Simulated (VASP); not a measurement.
# HfC (P6_3/mmc) in VASP: a series of runs, part 2 of 2

VASP 6.6.1.

### 3 Single point, PBEsol

Contents of INCAR:

```
SYSTEM = HfC
PREC = Accurate ; ENCUT = 520
EDIFF = 1E-6 ; ISMEAR = 1
SIGMA = 0.05 ; LREAL = .False.
LASPH = .True. ; NELM = 60
ALGO = Normal ; ISIF = 2
LWAVE = .False. ; LCHARG = .False.
GGA = PS ; NBANDS = 22
```

Contents of KPOINTS:

```
Automatic mesh
0
Gamma
  9 9 5
  0 0 0
```

Contents of POSCAR:

```
HfC
1.0
    3.3428660500      0.0000000000      0.0000000000
   -1.6714330300      2.8950069200      0.0000000000
    0.0000000000      0.0000000000      5.2027140000
Hf C
2 2
Direct
    0.6666666667      0.3333333333      0.7500000000
    0.3333333333      0.6666666667      0.2500000000
    0.0000000000      0.0000000000      0.0000000000
    0.0000000000      0.0000000000      0.5000000000
```

Potentials or basis: VASP PAW PBE potentials, release 64 (Hf_pv, C).

On the command line:

```sh
cat potpaw_PBE.64/Hf_pv/POTCAR potpaw_PBE.64/C/POTCAR > POTCAR
mpirun -np 1 vasp_std > vasp.out
```

OUTCAR:

```text
SYSTEM = HfC
   PREC = Accurate
   ENCUT = 520
   EDIFF = 1E-6
   ISMEAR = 1
   LREAL = .False.
   LASPH = .True.
   NELM = 60
   ISIF = 2
   GGA = PS

 ion  position               nearest neighbor table
   1  0.667  0.333  0.750-   3 2.33   4 2.33   3 2.33   4 2.33   3 2.33   4 2.33   2 3.24   2 3.24
                             2 3.24   2 3.24   2 3.24   2 3.24
   2  0.333  0.667  0.250-   3 2.33   4 2.33   3 2.33   4 2.33   3 2.33   4 2.33   1 3.24   1 3.24
                             1 3.24   1 3.24   1 3.24   1 3.24
   3  0.000  0.000  0.000-   1 2.33   2 2.33   1 2.33   2 2.33   1 2.33   2 2.33
   4  0.000  0.000  0.500-   1 2.33   2 2.33   1 2.33   2 2.33   1 2.33   2 2.33

  LATTYP: Found a hexagonal cell.
 ALAT       =     3.3428660500
 C/A-ratio  =     1.5563632889

  Lattice vectors:

 A1 = (   3.3428660500,   0.0000000000,   0.0000000000)
 A2 = (  -1.6714330300,   2.8950069200,   0.0000000000)
 A3 = (   0.0000000000,   0.0000000000,   5.2027140000)

Analysis of symmetry for initial positions (statically):
=====================================================================
 Subroutine PRICEL returns:
 Original cell was already a primitive cell.

 Routine SETGRP: Setting up the symmetry group for a
 hexagonal supercell.

 Subroutine GETGRP returns: Found 24 space group operations
 (whereof 12 operations were pure point group operations)
 out of a pool of 24 trial point group operations.

The static configuration has the point symmetry D_3d.
 The point group associated with its full space group is D_6h.

Analysis of symmetry for dynamics (positions and initial velocities):
=====================================================================
 Subroutine PRICEL returns:
 Original cell was already a primitive cell.

 Routine SETGRP: Setting up the symmetry group for a
 hexagonal supercell.

[... 121 lines left out ...]
   NUPDOWN=      -1.0000    fix difference up-down
   EMIN   =  10.00;   EMAX   =-10.00  energy-range for DOS
   EFERMI =   0.00;   METHOD = LEGACY
   ISMEAR =     1;   SIGMA  =   0.05  broadening in eV -4-tet -1-fermi 0-gaus
   EFERMI_NEDOS =   21; number of points for ismear=-14 and -15
   IALGO  =     38    algorithm
   IMIX   =      4    mixing-type and parameters
     AMIX     =   0.40;   BMIX     =  1.00
     AMIX_MAG =   1.60;   BMIX_MAG =  1.00
  volume/ion in A,a.u.               =      12.59        84.94
  Fermi-wavevector in a.u.,A,eV,Ry     =   1.346257  2.544057 24.659309  1.812408
  Thomas-Fermi vector in A             =   2.474104
   LORBIT       =      0    0 simple, 1 ext, 2 COOP (PROOUT), +10 PAW based schemes
   GGA     = PS    functional components
   LHFCALC =     F    Hartree Fock is set to
   AEXX    =    0.0000 exact exchange contribution
   IVDW    =     0    specifies the selected vdW correction
   LEPSILON=     F    determine dielectric tensor
   LRPA    =     F    only Hartree local field effects (RPA)
 non-spin polarized calculation
 Methfessel and Paxton  Order N= 1 SIGMA  =   0.05
  energy-cutoff  :      520.00
  volume of cell :       50.35
 maximum number of plane-waves:      1375
 NGX is ok and might be reduce to    28
   NGX = 13   NGY = 13   NGZ = 19

 number of electron      28.0000002 magnetization

 Free energy of the ion-electron system (eV)
  ---------------------------------------------------
  ext. energy  EPLUGINS =         0.00000000
  ---------------------------------------------------
  free energy    TOTEN  =       -43.59227866 eV

  energy without entropy =      -43.59218893  energy(sigma->0) =      -43.59224875

 E-fermi :   6.2082     XC(G=0): -12.4128

 val. band max:        6.1907579979   @ k =   0.2222   0.2222   0.2000
 cond. band min:       6.2802011925   @ k =   0.1111   0.1111   0.2000
 fundamental gap:      0.0894431946
 Fermi energy:         6.2081716341

 k-point     1 :       0.0000    0.0000    0.0000
  band No.  band energies     occupation
      1     -24.2999      2.00000
      2     -23.7285      2.00000
      3     -23.7285      2.00000
      4     -23.6379      2.00000
      5     -23.6379      2.00000
      6     -23.5528      2.00000
[... 589 lines left out ...]
     21      14.1422      0.00000
     22      14.1422      0.00000

 [... further k-points ...]
[... 5 lines left out ...]
  --------------------------------------------------------------------------------------
  -------------------------------------------------------------------------------------
  Total       -2.8559004     -2.8559004     -1.6831566      0.0000000      0.0000000      0.0000000
  in kB      -90.8772354    -90.8772354    -53.5595074      0.0000002      0.0000000      0.0000000
  external PRESSURE =     -78.4379927 kB  Pullay stress =       0.0000000 kB

 VOLUME and BASIS-vectors are now :
 -----------------------------------------------------------------------------
  energy-cutoff  :      520.00
  volume of cell :       50.35
      direct lattice vectors                 reciprocal lattice vectors
     3.342866050  0.000000000  0.000000000     0.299144502  0.172711159  0.000000000
    -1.671433030  2.895006920  0.000000000     0.000000000  0.345422318  0.000000000
     0.000000000  0.000000000  5.202714000     0.000000000  0.000000000  0.192207375

 POSITION                                       TOTAL-FORCE (eV/Angst)
 -----------------------------------------------------------------------------------
      1.67143      0.96500      3.90204         0.000000      0.000000      0.000000
     -0.00000      1.93000      1.30068        -0.000000     -0.000000      0.000000
      0.00000      0.00000      0.00000        -0.000000     -0.000000      0.000000
      0.00000      0.00000      2.60136         0.000000     -0.000000      0.000000
 -----------------------------------------------------------------------------------
    total drift:                                0.000000     -0.000000      0.000000

  FREE ENERGIE OF THE ION-ELECTRON SYSTEM (eV)
  ---------------------------------------------------
  free  energy   TOTEN  =       -43.5922786619 eV

  energy  without entropy=      -43.5921889280  energy(sigma->0) =      -43.59224875
```

It took 85 s on 1 thread of AMD EPYC 7R13, shared host; peak memory 0.17 GiB.

Results:

```yaml
Free_energy: -43.5923 eV
Pressure: -7.8 GPa
Band_gap_on_the_k_mesh: zero (band 14 reaches 7.25 eV, above the bottom of band 15 at 6.19 eV)
```

Levels at points of the mesh, in eV from the Fermi level:
| k point | band 12 | band 13 | band 14 | band 15 | band 16 | band 17 |
| --- | --- | --- | --- | --- | --- | --- |
| (0.00, 0.00, 0.00) | -1.14 | -1.14 | 1.04 | 1.47 | 1.47 | 1.94 |

Caveat: the PAW data sets were made with another functional, which shifts forces and pressure a little; spin-orbit coupling is left out, which moves the levels of the heavy elements.
